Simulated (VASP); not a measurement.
# ZnSe (P4/nmm) in VASP: a series of runs

ZnSe is run at these levels: LDA; tasks: single point.

Everything below comes from runs of VASP 6.6.1. Logs are shortened: lines on timing, memory, paths and dates and some standing lists are left out, and cuts for length are marked.

## 1. The cell of the first run

Symmetry: P4/nmm, No. 129, tetragonal system. The conventional cell has a = 4.042 Å, b = 4.042 Å, c = 5.572 Å, α = 90.00°, β = 90.00°, γ = 90.00°. Within 3.4 Å of Zn (site symmetry -4m2) lie 4 Se at 2.55 Å and 4 Zn at 2.86 Å. Se (site symmetry 4mm) has 4 Zn at 2.55 Å within 3.4 Å.

## 2. Single point, LDA

File INCAR:

```
SYSTEM = ZnSe
  PREC = Accurate
  ENCUT = 520
  EDIFF = 1E-6
  ISMEAR = 0
  SIGMA = 0.05
  LREAL = .False.
  LASPH = .True.
  NELM = 100
  ALGO = Normal
  ISIF = 2
  LWAVE = .False.
  LCHARG = .False.
  GGA = CA
  NBANDS = 26
```

File KPOINTS:

```
Automatic mesh
0
Gamma
  8 8 6
  0.5 0.5 0.5
```

File POSCAR:

```
ZnSe
1.0
    4.0422000000      0.0000000000      0.0000000000
    0.0000000000      4.0422000000      0.0000000000
    0.0000000000      0.0000000000      5.5715000000
Zn Se
2 2
Direct
    0.0000000000      0.0000000000      0.0000000000
    0.5000000000      0.5000000000      0.0000000000
    0.0000000000      0.5000000000      0.2797006019
    0.5000000000      0.0000000000      0.7202993981
```

Potentials or basis: VASP PAW LDA potentials, release 64 (Zn, Se).

Command:

```bash
$ cat potpaw_LDA.64/Zn/POTCAR potpaw_LDA.64/Se/POTCAR > POTCAR
$ mpirun -np 1 vasp_std > vasp.out
```

OUTCAR:

```text
SYSTEM = ZnSe
   PREC = Accurate
   ENCUT = 520
   EDIFF = 1E-6
   ISMEAR = 0
   LREAL = .False.
   LASPH = .True.
   NELM = 100
   ISIF = 2
   GGA = CA

 ion  position               nearest neighbor table
   1  0.000  0.000  0.000-   3 2.55   4 2.55   3 2.55   4 2.55   2 2.86   2 2.86   2 2.86   2 2.86

   2  0.500  0.500  0.000-   3 2.55   4 2.55   4 2.55   3 2.55   1 2.86   1 2.86   1 2.86   1 2.86

   3  0.000  0.500  0.280-   1 2.55   2 2.55   1 2.55   2 2.55
   4  0.500  0.000  0.720-   1 2.55   2 2.55   2 2.55   1 2.55

  LATTYP: Found a simple tetragonal cell.
 ALAT       =     4.0422000000
 C/A-ratio  =     1.3783335807

  Lattice vectors:

 A1 = (   4.0422000000,   0.0000000000,   0.0000000000)
 A2 = (   0.0000000000,   4.0422000000,   0.0000000000)
 A3 = (   0.0000000000,   0.0000000000,   5.5715000000)

Analysis of symmetry for initial positions (statically):
=====================================================================
 Subroutine PRICEL returns:
 Original cell was already a primitive cell.

 Routine SETGRP: Setting up the symmetry group for a
 simple tetragonal supercell.

 Subroutine GETGRP returns: Found 16 space group operations
 (whereof  8 operations were pure point group operations)
 out of a pool of 16 trial point group operations.

The static configuration has the point symmetry D_2d.
 The point group associated with its full space group is D_4h.

Analysis of symmetry for dynamics (positions and initial velocities):
=====================================================================
 Subroutine PRICEL returns:
 Original cell was already a primitive cell.

 Routine SETGRP: Setting up the symmetry group for a
 simple tetragonal supercell.

 Subroutine GETGRP returns: Found 16 space group operations
 (whereof  8 operations were pure point group operations)
 out of a pool of 16 trial point group operations.

The dynamic configuration has the point symmetry D_2d.
 The point group associated with its full space group is D_4h.

 Subroutine INISYM returns: Found 16 space group operations
 (whereof  8 operations are pure point group operations),
 and found     1 'primitive' translations

----------------------------------------------------------------------------------------

                                     Primitive cell

  volume of cell :      91.0349

  direct lattice vectors                    reciprocal lattice vectors
     4.042200000  0.000000000  0.000000000     0.247390035  0.000000000  0.000000000
     0.000000000  4.042200000  0.000000000     0.000000000  0.247390035  0.000000000
[... 93 lines left out ...]
   IBRION =     -1    ionic relax: 0-MD 1-quasi-New 2-CG
   NFREE  =      0    steps in history (QN), initial steepest desc. (CG)
   ISIF   =      2    stress and relaxation
   ISYM   =      2    0-nonsym 1-usesym 2-fastsym
   POTIM  = 0.5000    time-step for ionic-motion
   TEBEG  =    0.0;   TEEND  =   0.0 temperature during run
   PSTRESS=    0.0 pullay stress
   NELECT =      36.0000    total number of electrons
   NUPDOWN=      -1.0000    fix difference up-down
   EMIN   =  10.00;   EMAX   =-10.00  energy-range for DOS
   EFERMI =   0.00;   METHOD = LEGACY
   ISMEAR =     0;   SIGMA  =   0.05  broadening in eV -4-tet -1-fermi 0-gaus
   EFERMI_NEDOS =   21; number of points for ismear=-14 and -15
   IALGO  =     38    algorithm
   IMIX   =      4    mixing-type and parameters
     AMIX     =   0.40;   BMIX     =  1.00
     AMIX_MAG =   1.60;   BMIX_MAG =  1.00
  volume/ion in A,a.u.               =      22.76       153.58
  Fermi-wavevector in a.u.,A,eV,Ry     =   1.201636  2.270764 19.645862  1.443930
  Thomas-Fermi vector in A             =   2.337440
   LORBIT       =      0    0 simple, 1 ext, 2 COOP (PROOUT), +10 PAW based schemes
   GGA     = CA    functional components
   LHFCALC =     F    Hartree Fock is set to
   AEXX    =    0.0000 exact exchange contribution
   IVDW    =     0    specifies the selected vdW correction
   LEPSILON=     F    determine dielectric tensor
   LRPA    =     F    only Hartree local field effects (RPA)
 non-spin polarized calculation
 Gauss-broadening in eV      SIGMA  =   0.05
  energy-cutoff  :      520.00
  volume of cell :       91.03
 maximum number of plane-waves:      2468
 NGX is ok and might be reduce to    30
   NGX = 15   NGY = 15   NGZ = 21

 number of electron      36.0000056 magnetization

 Free energy of the ion-electron system (eV)
  ---------------------------------------------------
  ext. energy  EPLUGINS =         0.00000000
  ---------------------------------------------------
  free energy    TOTEN  =       -13.90328615 eV

  energy without entropy =      -13.90328615  energy(sigma->0) =      -13.90328615

 E-fermi :   1.6887     XC(G=0):  -9.7383

 val. band max:        1.4447719156   @ k =   0.0625   0.0625   0.0833
 cond. band min:       3.4773271689   @ k =   0.0625   0.0625   0.0833
 fundamental gap:      2.0325552533
 Fermi energy:         1.6887275603

 k-point     1 :       0.0625    0.0625    0.0833
  band No.  band energies     occupation
      1     -11.6625      2.00000
      2     -10.5811      2.00000
      3      -5.5606      2.00000
      4      -5.5358      2.00000
      5      -5.4104      2.00000
      6      -5.3955      2.00000
[... 685 lines left out ...]
     25      10.3985      0.00000
     26      10.9157      0.00000

 [... further k-points ...]

------------------------ aborting loop because EDIFF is reached ----------------------------------------

  FORCE on cell =-STRESS in cart. coord.  units (eV):
  Direction    XX          YY          ZZ          XY          YZ          ZX
  --------------------------------------------------------------------------------------
  -------------------------------------------------------------------------------------
  Total       -2.5439830     -2.5439830     -3.3455101      0.0000000      0.0000000      0.0000000
  in kB      -44.7730883    -44.7730883    -58.8796463      0.0000000      0.0000000      0.0000000
  external PRESSURE =     -49.4752743 kB  Pullay stress =       0.0000000 kB

 VOLUME and BASIS-vectors are now :
 -----------------------------------------------------------------------------
  energy-cutoff  :      520.00
  volume of cell :       91.03
      direct lattice vectors                 reciprocal lattice vectors
     4.042200000  0.000000000  0.000000000     0.247390035  0.000000000  0.000000000
     0.000000000  4.042200000  0.000000000     0.000000000  0.247390035  0.000000000
     0.000000000  0.000000000  5.571500000     0.000000000  0.000000000  0.179484878

 POSITION                                       TOTAL-FORCE (eV/Angst)
 -----------------------------------------------------------------------------------
      0.00000      0.00000      0.00000        -0.000000     -0.000000      0.000000
      2.02110      2.02110      0.00000         0.000000      0.000000      0.000000
      0.00000      2.02110      1.55835        -0.000000      0.000000     -0.916856
      2.02110      0.00000      4.01315        -0.000000      0.000000      0.916856
 -----------------------------------------------------------------------------------
    total drift:                                0.000000      0.000000     -0.000000

  FREE ENERGIE OF THE ION-ELECTRON SYSTEM (eV)
  ---------------------------------------------------
  free  energy   TOTEN  =       -13.9032861474 eV

  energy  without entropy=      -13.9032861474  energy(sigma->0) =      -13.90328615
```

OSZICAR:

```text
N       E                     dE             d eps       ncg     rms          rms(c)
DAV:   1     0.229062218474E+03    0.22906E+03   -0.17022E+04  1560   0.159E+03
DAV:   2     0.715787355915E+01   -0.22190E+03   -0.21298E+03  1594   0.333E+02
DAV:   3    -0.141275725743E+02   -0.21285E+02   -0.21043E+02  1864   0.103E+02
DAV:   4    -0.145600457770E+02   -0.43247E+00   -0.43170E+00  1752   0.147E+01
DAV:   5    -0.145628822570E+02   -0.28365E-02   -0.28362E-02  1904   0.115E+00    0.686E+00
DAV:   6    -0.139422022720E+02    0.62068E+00   -0.15583E+00  2142   0.319E+01    0.556E+00
DAV:   7    -0.139148404372E+02    0.27362E-01   -0.44389E-01  1706   0.548E+00    0.240E+00
DAV:   8    -0.139042426922E+02    0.10598E-01   -0.10142E-02  1902   0.809E-01    0.538E-01
DAV:   9    -0.139032689113E+02    0.97378E-03   -0.13150E-03  2190   0.552E-01    0.893E-02
DAV:  10    -0.139032975399E+02   -0.28629E-04   -0.34358E-04  1662   0.138E-01    0.539E-02
DAV:  11    -0.139032863261E+02    0.11214E-04   -0.31069E-05  1670   0.443E-02    0.703E-03
DAV:  12    -0.139032861474E+02    0.17872E-06   -0.59322E-06  1708   0.112E-02
   1 F= -.13903286E+02 E0= -.13903286E+02  d E =-.269524E-13
```

stdout:

```text
POSCAR found type information on POSCAR ZnSe
 POSCAR found :  2 types and       4 ions
 scaLAPACK will be used
 LDA part: xc-table for (Slater(with rela. corr.)+CA(PZ))
 , standard interpolation
 POSCAR, INCAR and KPOINTS ok, starting setup
 FFT: planning ... GRIDC
 FFT: planning ... GRID_SOFT
 FFT: planning ... GRID
 WAVECAR not read
 entering main loop
```

It took 24 s on 1 thread of Intel Xeon 6975P-C (Granite Rapids), shared host; peak memory 0.19 GiB.

Results:

```yaml
Free_energy: -13.9033 eV
Pressure: -4.9 GPa
Largest_force: 0.917 eV/Å
Band_gap_on_the_k_mesh: 2.03 eV, direct
```

Forces on the atoms (eV/Å):
```
Zn   0.000  0.000  0.000
Zn   0.000  0.000  0.000
Se   0.000  0.000 -0.917
Se   0.000  0.000  0.917
```

Stress tensor (GPa, compression positive):
```
-4.48  0.00  0.00
 0.00 -4.48  0.00
 0.00  0.00 -5.89
```

A k mesh can miss the band edges.

[end of part 1 of 2]
